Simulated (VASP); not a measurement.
Set up this calculation in VASP 6.6.1, as the native input.

| Property | Result |
| --- | --- |
| Task | single point |
| Functional | PBE |
| Potentials or basis | VASP PAW PBE potentials, release 64 (Ga_d, S) |
| Cutoff | 520 eV |
| k mesh | 4 × 4 × 4 |
| Occupations | gaussian, width 0.1 eV |
| Spin | no spin polarisation |
| Dipole correction | no |
| Further INCAR settings | ALGO = Normal; EDIFF = 1e-07; NBANDS = 30 |

The structure of Ga3S lies in POSCAR:

```
Ga3S
1.0
    4.3281480412      0.0000000000      0.0000000000
    0.0000000000      4.3281480412      0.0000000000
    0.0000000000      0.0000000000      4.3281480412
Ga S
3 1
Direct
    0.0000000000      0.5000000000      0.5000000000
    0.5000000000      0.0000000000      0.5000000000
    0.5000000000      0.5000000000      0.0000000000
    0.0000000000      0.0000000000      0.0000000000
```

One way to write it, as run:

INCAR

```
SYSTEM = Ga3S
  PREC = Accurate
  ENCUT = 520
  EDIFF = 1E-7
  ISMEAR = 0
  SIGMA = 0.1
  LREAL = .False.
  LASPH = .True.
  NELM = 100
  ALGO = Normal
  ISIF = 2
  LWAVE = .False.
  LCHARG = .False.
  GGA = PE
  NBANDS = 30
```

KPOINTS

```
Automatic mesh
0
Gamma
  4 4 4
  0 0 0
```

Potentials or basis: VASP PAW PBE potentials, release 64 (Ga_d, S).

Command:

```bash
$ cat potpaw_PBE.64/Ga_d/POTCAR potpaw_PBE.64/S/POTCAR > POTCAR
$ mpirun -np 1 vasp_std > vasp.out
```

It gave:

* Pressure: -0.1 GPa
* Band gap on the k mesh: zero (an odd number of electrons rules out a gap without spin polarisation)

Caveat: the k points lie up to 0.36 Å⁻¹ apart, too coarse for converged energies and pressures of a metal.

Wall time 10 s on 1 thread of Intel(R) Xeon(R) 6975P-C (Granite Rapids), with other jobs on the host, peak memory 0.17 GiB.
